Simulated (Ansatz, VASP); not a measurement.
## One calculation of Zn2B, two programs

```
Zn B
1.0
     0.00000    2.64537    2.64537
     2.64537    0.00000    2.64537
     2.64537    2.64537    0.00000
Zn B
2 1
Direct
  0.25000 0.25000 0.25000
  0.75000 0.75000 0.75000
  0.00000 0.00000 0.00000
```

Change from the starting cell: species swapped into the Mg2Si type (Fm-3m, No. 225).

Alike in both runs: functional PBE; k mesh 6 × 6 × 6; occupations gaussian, width 0.1 eV; no spin polarisation.

Ansatz relaxed the structure, and its values are those at the end. VASP's run is a single point on that final structure, the one shown.

|  | VASP | Ansatz |
| --- | --- | --- |
| version | VASP 6.6.1 | Ansatz 0.2.0 |
| potentials or method | VASP PAW PBE potentials, release 64 (Zn, B), cutoff 520 eV | scalar-relativistic, plane waves, PAW |
| valence electrons in the cell | 27 | 27 |

|  | VASP | Ansatz | Ansatz less VASP |
| --- | --- | --- | --- |
| gap on the k mesh at the Fermi level (eV) | none | none | - |
| pressure (GPa) | 0.4 | -0.1 | -0.57 |

A gap of «none» marks a metal or a gap that the smearing closes.
